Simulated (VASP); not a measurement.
Input of a VASP 6.6.1 run:

File INCAR:

```
ALGO     = Normal         # electronic algorithm
EDIFF    = 1E-7           # SCF threshold, eV
ENCUT    = 520            # plane-wave cutoff, eV
GGA      = PE             # functional
ISIF     = 2              # what is computed and relaxed
ISMEAR   = 0              # smearing method
LASPH    = T              # aspherical terms in the spheres
LCHARG   = F              # write CHGCAR
LREAL    = F              # projectors in reciprocal space
LWAVE    = F              # write WAVECAR
NBANDS   = 25             # bands
NELM     = 60             # most SCF steps
PREC     = Accurate       # precision mode
SIGMA    = 0.1            # smearing width, eV
```

KPOINTS

```
k-points
0
Gamma
  4 4 1
```

POSCAR

```
MgI2
1.0
    4.4231532070      0.0041843974     -0.1568641080
    0.0032709881      4.4240519500      0.2247505960
   -0.3131738726      0.4405595086     15.4530508698
Mg I
2 4
Direct
   -0.0514805639     -0.0777511846      0.0017549682
    0.0514510377      0.0778113528      0.4982501716
    0.4274880141     -0.0462340030     -0.1064399315
    0.5724889066      0.0461584971      0.6064311054
   -0.0292176999      0.3922854101      0.1098972866
    0.0292703054      0.6077299276      0.3901063997
```

Potentials or basis: VASP PAW PBE potentials, release 64 (Mg, I).

The run is started by

```bash
$ cat potpaw_PBE.64/Mg/POTCAR potpaw_PBE.64/I/POTCAR > POTCAR
$ mpirun -np 1 vasp_std > vasp.out
```

Problem. Predict the band gap on the k mesh.

Solution. 3.30 eV (least direct gap 3.43 eV).

Problem. Predict the largest force.

Solution. 0.010 eV/Å.

Problem. Predict the pressure.

Solution. 0.0 GPa.

Forces on the atoms (eV/Å):
```
Mg   0.002  0.001  0.004
Mg  -0.002 -0.002 -0.005
I   -0.005 -0.004  0.004
I    0.005  0.004 -0.003
I   -0.003 -0.007 -0.007
I    0.003  0.007  0.007
```

Caveat: spin-orbit coupling is left out, which moves the levels of the heavy elements. A k mesh can miss the band edges.
